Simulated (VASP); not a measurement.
# In (Im-3m) in VASP: further runs

Runs on In. Level: PBEsol. Tasks: single point.

All numbers are computed with VASP 6.6.1; they aren't measurements. Logs are shortened: lines on timing, memory, paths and dates and some standing lists are left out, and cuts for length are marked.

## Step 1: The cell of the first run

It takes space group Im-3m (No. 229, cubic). Conventional cell: a = 3.635 Å, b = 3.635 Å, c = 3.635 Å, α = 90.00°, β = 90.00°, γ = 90.00°. Within 4.1 Å of In (site symmetry m-3m) lie 14 In at 3.15 to 3.64 Å.

## Step 2: Single point, PBEsol

INCAR reads:

```
SYSTEM = In
ALGO = Normal
EDIFF = 1E-6
ENCUT = 520
GGA = PS
ISIF = 2
ISMEAR = 1
LASPH = .TRUE.
LCHARG = .TRUE.
LELF = .TRUE.
LREAL = .FALSE.
LVHAR = .TRUE.
LWAVE = .FALSE.
NBANDS = 12
NELM = 100
PREC = Accurate
SIGMA = 0.05
```

KPOINTS reads:

```
k-points
0
G
  11 11 11
  0 0 0
```

POSCAR reads:

```
In
1.0
   -1.8175579038      1.8175579038      1.8175579038
    1.8175579038     -1.8175579038      1.8175579038
    1.8175579038      1.8175579038     -1.8175579038
In
1
Direct
    0.0000000000      0.0000000000      0.0000000000
```

Potentials or basis: VASP PAW PBE potentials, release 64 (In_d).

Run with:

```bash
$ cat potpaw_PBE.64/In_d/POTCAR > POTCAR
$ mpirun -np 1 vasp_std > vasp.out
```

OUTCAR:

```text
SYSTEM = In
   EDIFF = 1E-6
   ENCUT = 520
   GGA = PS
   ISIF = 2
   ISMEAR = 1
   LASPH = .TRUE.
   LREAL = .FALSE.
   NELM = 100
   PREC = Accurate

 ion  position               nearest neighbor table
   1  0.000  0.000  0.000-

  LATTYP: Found a body centered cubic cell.
 ALAT       =     3.6351158076

  Lattice vectors:

 A1 = (  -1.8175579038,   1.8175579038,   1.8175579038)
 A2 = (   1.8175579038,  -1.8175579038,   1.8175579038)
 A3 = (   1.8175579038,   1.8175579038,  -1.8175579038)

Analysis of symmetry for initial positions (statically):
=====================================================================
 Subroutine PRICEL returns:
 Original cell was already a primitive cell.

 Routine SETGRP: Setting up the symmetry group for a
 body centered cubic supercell.

 Subroutine GETGRP returns: Found 48 space group operations
 (whereof 48 operations were pure point group operations)
 out of a pool of 48 trial point group operations.

The static configuration has the point symmetry O_h .

Analysis of symmetry for dynamics (positions and initial velocities):
=====================================================================
 Subroutine PRICEL returns:
 Original cell was already a primitive cell.

 Routine SETGRP: Setting up the symmetry group for a
 body centered cubic supercell.

 Subroutine GETGRP returns: Found 48 space group operations
 (whereof 48 operations were pure point group operations)
 out of a pool of 48 trial point group operations.

The dynamic configuration has the point symmetry O_h .

 Subroutine INISYM returns: Found 48 space group operations
 (whereof 48 operations are pure point group operations),
 and found     1 'primitive' translations

----------------------------------------------------------------------------------------

                                     Primitive cell

  volume of cell :      24.0173

  direct lattice vectors                    reciprocal lattice vectors
    -1.817557904  1.817557904  1.817557904     0.000000000  0.275094399  0.275094399
     1.817557904 -1.817557904  1.817557904     0.275094399  0.000000000  0.275094399
     1.817557904  1.817557904 -1.817557904     0.275094399  0.275094399  0.000000000

  length of vectors
     3.148102635  3.148102635  3.148102635     0.389042231  0.389042231  0.389042231

  position of ions in fractional coordinates (direct lattice)
     0.000000000  0.000000000  0.000000000

  ion indices of the primitive-cell ions
   primitive index   ion index
                 1           1

----------------------------------------------------------------------------------------

 KPOINTS: k-points

Automatic generation of k-mesh.
 Grid dimensions read from file:
 generate k-points for:   11   11   11

 Generating k-lattice:

  Cartesian coordinates                     Fractional coordinates (reciprocal lattice)
     0.000000000  0.025008582  0.025008582     0.090909091  0.000000000  0.000000000
     0.025008582  0.000000000  0.025008582     0.000000000  0.090909091  0.000000000
     0.025008582  0.025008582  0.000000000     0.000000000  0.000000000  0.090909091

  Length of vectors
     0.035367476  0.035367476  0.035367476

  Shift w.r.t. Gamma in fractional coordinates (k-lattice)
     0.000000000  0.000000000  0.000000000

 Subroutine IBZKPT returns following result:
 ===========================================

 Found     56 irreducible k-points:

 Following reciprocal coordinates:
            Coordinates               Weight
  0.000000  0.000000  0.000000      1.000000
  0.090909  0.000000  0.000000     12.000000
  0.181818  0.000000  0.000000     12.000000
  0.272727  0.000000  0.000000     12.000000
  0.363636  0.000000  0.000000     12.000000
  0.454545  0.000000  0.000000     12.000000
[... 16 lines left out ...]
  0.272727  0.181818  0.090909     48.000000
  0.363636  0.181818  0.090909     24.000000
 [... further k-points ...]
   k-points           NKPTS =     56   k-points in BZ     NKDIM =     56   number of bands    NBANDS=     12
   number of dos      NEDOS =    301   number of ions     NIONS =      1
   total plane-waves  NPLWV =  13824
   dimension x,y,z NGX =    24 NGY =   24 NGZ =   24
   dimension x,y,z NGXF=    48 NGYF=   48 NGZF=   48
   ions per type =               1
   NGX,Y,Z   is equivalent  to a cutoff of  12.67, 12.67, 12.67 a.u.
   NGXF,Y,Z  is equivalent  to a cutoff of  25.35, 25.35, 25.35 a.u.
 SYSTEM =  In
   PREC   = accura    normal or accurate (medium, high low for compatibility)
   ISTART =      0    job   : 0-new  1-cont  2-samecut
   ICHARG =      2    charge: 1-file 2-atom 10-const
   ISPIN  =      1    spin polarized calculation?
   LNONCOLLINEAR =      F non collinear calculations
   LSORBIT =      F    spin-orbit coupling
   LASPH  =      T    aspherical Exc in radial PAW
   ENCUT  =  520.0 eV  38.22 Ry    6.18 a.u.   5.85  5.85  5.85*2*pi/ulx,y,z
   NELM   =    100;   NELMIN=  2; NELMDL= -5     # of ELM steps
   EDIFF  = 0.1E-05   stopping-criterion for ELM
   LREAL  =      F    real-space projection
   EDIFFG = 0.1E-04   stopping-criterion for IOM
   NSW    =      0    number of steps for IOM
   IBRION =     -1    ionic relax: 0-MD 1-quasi-New 2-CG
   NFREE  =      0    steps in history (QN), initial steepest desc. (CG)
   ISIF   =      2    stress and relaxation
   ISYM   =      2    0-nonsym 1-usesym 2-fastsym
   POTIM  = 0.5000    time-step for ionic-motion
   TEBEG  =    0.0;   TEEND  =   0.0 temperature during run
   PSTRESS=    0.0 pullay stress
   NELECT =      13.0000    total number of electrons
   NUPDOWN=      -1.0000    fix difference up-down
   EMIN   =  10.00;   EMAX   =-10.00  energy-range for DOS
   EFERMI =   0.00;   METHOD = LEGACY
   ISMEAR =     1;   SIGMA  =   0.05  broadening in eV -4-tet -1-fermi 0-gaus
   EFERMI_NEDOS =   21; number of points for ismear=-14 and -15
   IALGO  =     38    algorithm
   IMIX   =      4    mixing-type and parameters
     AMIX     =   0.40;   BMIX     =  1.00
     AMIX_MAG =   1.60;   BMIX_MAG =  1.00
  volume/ion in A,a.u.               =      24.02       162.08
  Fermi-wavevector in a.u.,A,eV,Ry     =   1.334180  2.521234 24.218857  1.780036
  Thomas-Fermi vector in A             =   2.462981
   LORBIT       =      0    0 simple, 1 ext, 2 COOP (PROOUT), +10 PAW based schemes
   GGA     = PS    functional components
   LHFCALC =     F    Hartree Fock is set to
   AEXX    =    0.0000 exact exchange contribution
   IVDW    =     0    specifies the selected vdW correction
   LEPSILON=     F    determine dielectric tensor
   LRPA    =     F    only Hartree local field effects (RPA)
 non-spin polarized calculation
 Methfessel and Paxton  Order N= 1 SIGMA  =   0.05
  energy-cutoff  :      520.00
  volume of cell :       24.02
 maximum number of plane-waves:       664
   NGX = 11   NGY = 11   NGZ = 11

 number of electron      13.0000007 magnetization

 Free energy of the ion-electron system (eV)
  ---------------------------------------------------
  ext. energy  EPLUGINS =         0.00000000
  ---------------------------------------------------
  free energy    TOTEN  =        -2.94955296 eV

  energy without entropy =       -2.94919462  energy(sigma->0) =       -2.94943351

 E-fermi :   8.4256     XC(G=0): -10.8207

 val. band max:        8.2852507552   @ k =   0.2727   0.2727   0.0909
 cond. band min:       8.4273917535   @ k =  -0.3636   0.4545   0.1818
 fundamental gap:      0.1421409983
 Fermi energy:         8.4255557059

 k-point     1 :       0.0000    0.0000    0.0000
  band No.  band energies     occupation
      1      -6.3350      2.00000
      2      -6.3350      2.00000
      3      -6.3350      2.00000
      4      -5.9865      2.00000
      5      -5.9865      2.00000
      6      -1.8080      2.00000
      7      20.4446      0.00000
      8      20.4446      0.00000
      9      20.4446      0.00000
     10      21.6303      0.00000
     11      21.6303      0.00000
     12      21.6303      0.00000

 k-point     2 :       0.0909    0.0000    0.0000
  band No.  band energies     occupation
      1      -6.3467      2.00000
      2      -6.3257      2.00000
      3      -6.2924      2.00000
      4      -5.9989      2.00000
      5      -5.9868      2.00000
      6      -1.6029      2.00000
      7      18.3531      0.00000
      8      19.4635      0.00000
      9      19.8122      0.00000
     10      20.9054      0.00000
     11      21.1200      0.00000
     12      21.6053      0.00000

 k-point     3 :       0.1818    0.0000    0.0000
  band No.  band energies     occupation
      1      -6.3780      2.00000
      2      -6.3125      2.00000
      3      -6.1762      2.00000
      4      -6.0249      2.00000
      5      -5.9872      2.00000
      6      -0.9786      2.00000
      7      14.9116      0.00000
      8      17.8325      0.00000
      9      18.4993      0.00000
     10      20.2473      0.00000
     11      20.3166      0.00000
     12      22.2095      0.00000

 k-point     4 :       0.2727    0.0000    0.0000
  band No.  band energies     occupation
      1      -6.4188      2.00000
      2      -6.3269      2.00000
      3      -6.0357      2.00000
      4      -6.0194      2.00000
      5      -5.9873      2.00000
      6       0.0792      2.00000
      7      11.5807      0.00000
      8      16.3747      0.00000
      9      17.3192      0.00000
     10      19.6622      0.00000
     11      19.7348      0.00000
     12      23.3207      0.00000

 k-point     5 :       0.3636    0.0000    0.0000
  band No.  band energies     occupation
      1      -6.4560      2.00000
      2      -6.3698      2.00000
      3      -6.0224      2.00000
      4      -5.9869      2.00000
      5      -5.8703      2.00000
      6       1.5728      2.00000
      7       8.5349     -0.00835
      8      15.3115      0.00000
      9      16.4825      0.00000
     10      19.2240      0.00000
     11      19.4147      0.00000
     12      24.7949      0.00000

 k-point     6 :       0.4545    0.0000    0.0000
  band No.  band energies     occupation
      1      -6.4780      2.00000
      2      -6.4043      2.00000
      3      -6.0076      2.00000
      4      -5.9864      2.00000
      5      -5.7792      2.00000
      6       3.4847      2.00000
      7       5.8394      2.00000
      8      14.7522      0.00000
      9      16.0523      0.00000
     10      19.0065      0.00000
     11      19.2672      0.00000
     12      26.2782      0.00000

 k-point     7 :       0.0909    0.0909    0.0000
  band No.  band energies     occupation
      1      -6.3550      2.00000
      2      -6.3270      2.00000
      3      -6.2129      2.00000
      4      -6.0188      2.00000
      5      -5.9875      2.00000
      6      -1.1878      2.00000
      7      16.4316      0.00000
      8      17.1306      0.00000
      9      18.5690      0.00000
     10      21.0076      0.00000
     11      21.1902      0.00000
     12      22.0627      0.00000

 k-point     8 :       0.1818    0.0909    0.0000
  band No.  band energies     occupation
      1      -6.3869      2.00000
      2      -6.3177      2.00000
      3      -6.0887      2.00000
      4      -6.0400      2.00000
      5      -5.9882      2.00000
      6      -0.3449      2.00000
      7      13.2904      0.00000
      8      15.4854      0.00000
      9      17.2929      0.00000
     10      20.4208      0.00000
     11      21.6585      0.00000
     12      22.2552      0.00000
[... 166 lines left out ...]
 k-point    20 :       0.3636    0.0909    0.0909
  band No.  band energies     occupation
      1      -6.4489      2.00000
      2      -6.3544      2.00000
      3      -6.0017      2.00000
      4      -5.9856      2.00000
      5      -5.8656      2.00000
      6       3.8894      2.00000
      7       6.2535      2.00000
      8      12.4057      0.00000
      9      13.5141      0.00000
     10      22.0046      0.00000
     11      22.2930      0.00000
     12      26.6399      0.00000

 k-point    21 :      -0.0909    0.0909    0.0909
  band No.  band energies     occupation
      1      -6.3130      2.00000
      2      -6.3130      2.00000
      3      -6.2943      2.00000
      4      -6.0247      2.00000
      5      -5.9800      2.00000
      6      -1.3966      2.00000
      7      18.2724      0.00000
      8      18.3450      0.00000
      9      18.3450      0.00000
     10      19.5743      0.00000
     11      21.8279      0.00000
     12      21.8279      0.00000

 k-point    22 :       0.1818    0.1818    0.0909
  band No.  band energies     occupation
      1      -6.4039      2.00000
      2      -6.3364      2.00000
      3      -6.0135      2.00000
      4      -6.0031      2.00000
      5      -5.9504      2.00000
      6       1.7931      2.00000
      7      10.2576      0.00000
      8      11.6014      0.00000
      9      13.3850      0.00000
     10      23.6259      0.00000
     11      24.2733      0.00000
     12      25.3227      0.00000

 k-point    23 :       0.2727    0.1818    0.0909
  band No.  band energies     occupation
      1      -6.4155      2.00000
      2      -6.3011      2.00000
      3      -6.0094      2.00000
      4      -6.0017      2.00000
      5      -5.9372      2.00000
      6       3.4713      2.00000
      7       7.9870      2.00000
      8      10.4732      0.00000
      9      12.7697      0.00000
     10      23.5183      0.00000
     11      25.3502      0.00000
     12      25.5289      0.00000

 k-point    24 :       0.3636    0.1818    0.0909
  band No.  band energies     occupation
      1      -6.4200      2.00000
      2      -6.2857      2.00000
      3      -6.0085      2.00000
      4      -5.9937      2.00000
      5      -5.9413      2.00000
      6       5.1678      2.00000
      7       5.9915      2.00000
      8      10.1879      0.00000
      9      12.5671      0.00000
     10      23.4086      0.00000
     11      25.4239      0.00000
     12      26.3556      0.00000

 [... further k-points ...]
[... 5 lines left out ...]
  --------------------------------------------------------------------------------------
  -------------------------------------------------------------------------------------
  Total        0.5746559      0.5746559      0.5746559      0.0000000     -0.0000000      0.0000000
  in kB       38.3348403     38.3348403     38.3348403      0.0000000     -0.0000000      0.0000000
  external PRESSURE =      38.3348403 kB  Pullay stress =       0.0000000 kB

 VOLUME and BASIS-vectors are now :
 -----------------------------------------------------------------------------
  energy-cutoff  :      520.00
  volume of cell :       24.02
      direct lattice vectors                 reciprocal lattice vectors
    -1.817557904  1.817557904  1.817557904     0.000000000  0.275094399  0.275094399
     1.817557904 -1.817557904  1.817557904     0.275094399  0.000000000  0.275094399
     1.817557904  1.817557904 -1.817557904     0.275094399  0.275094399  0.000000000

 POSITION                                       TOTAL-FORCE (eV/Angst)
 -----------------------------------------------------------------------------------
      0.00000      0.00000      0.00000         0.000000      0.000000     -0.000000
 -----------------------------------------------------------------------------------
    total drift:                               -0.000000      0.000000     -0.000000

  FREE ENERGIE OF THE ION-ELECTRON SYSTEM (eV)
  ---------------------------------------------------
  free  energy   TOTEN  =        -2.9495529646 eV

  energy  without entropy=       -2.9491946156  energy(sigma->0) =       -2.94943351
```

Wall time 8 s (1 thread of Intel Xeon Platinum 8488C (Sapphire Rapids), shared host); peak memory 0.14 GiB.

Results:

- Free energy: -2.9496 eV
- Pressure: 3.8 GPa

Levels at points of the mesh, in eV from the Fermi level:
```
           k point  band 4  band 5  band 6  band 7  band 8  band 9
(0.00, 0.00, 0.00)  -14.41  -14.41  -10.23   12.02   12.02   12.02
```

Caveat: the PAW data sets were made with another functional, which shifts forces and pressure a little; spin-orbit coupling is left out, which moves the levels of the heavy elements.

## Step 3: Single point, PBEsol

This run uses another cell than the first one, of 24.68 Å³/atom, 1.028 times its volume.

INCAR reads:

```
  ALGO = Normal
  EDIFF = 1E-6
  ENCUT = 520
  GGA = PS
  ISIF = 2
  ISMEAR = 1
  LASPH = True
  LCHARG = False
  LREAL = False
  LWAVE = False
  NBANDS = 12
  NELM = 60
  PREC = Accurate
  SIGMA = 0.05
```

KPOINTS reads:

```
k-points
0
Gamma
  11 11 11
```

POSCAR reads:

```
In
1.0
   -1.8342336784      1.8342336784      1.8342336784
    1.8342336784     -1.8342336784      1.8342336784
    1.8342336784      1.8342336784     -1.8342336784
In
1
Direct
    0.0000000000      0.0000000000      0.0000000000
```

Potentials or basis: VASP PAW PBE potentials, release 64 (In_d).

Run with:

```bash
$ cat potpaw_PBE.64/In_d/POTCAR > POTCAR
$ mpirun -np 1 vasp_std > vasp.out
```

Run time: 7.8 s. Hardware: 1 thread of Intel Xeon Platinum 8488C (Sapphire Rapids), shared host; peak memory 0.14 GiB.

It converged, with:

| Item | Value |
| --- | --- |
| Free energy | -2.9622 eV |
| Pressure | 2.2 GPa |

Levels at points of the mesh, in eV from the Fermi level:
```
           k point  band 2  band 3  band 4  band 5  band 6  band 7  band 8  band 9  band 10  band 11
(0.00, 0.00, 0.00)  -14.71  -14.71  -14.38  -14.38  -10.02   11.71   11.71   11.71    13.14    13.14
```

Caveat: the PAW data sets were made with another functional, which shifts forces and pressure a little; spin-orbit coupling is left out, which moves the levels of the heavy elements.

[end of part 1 of 2]
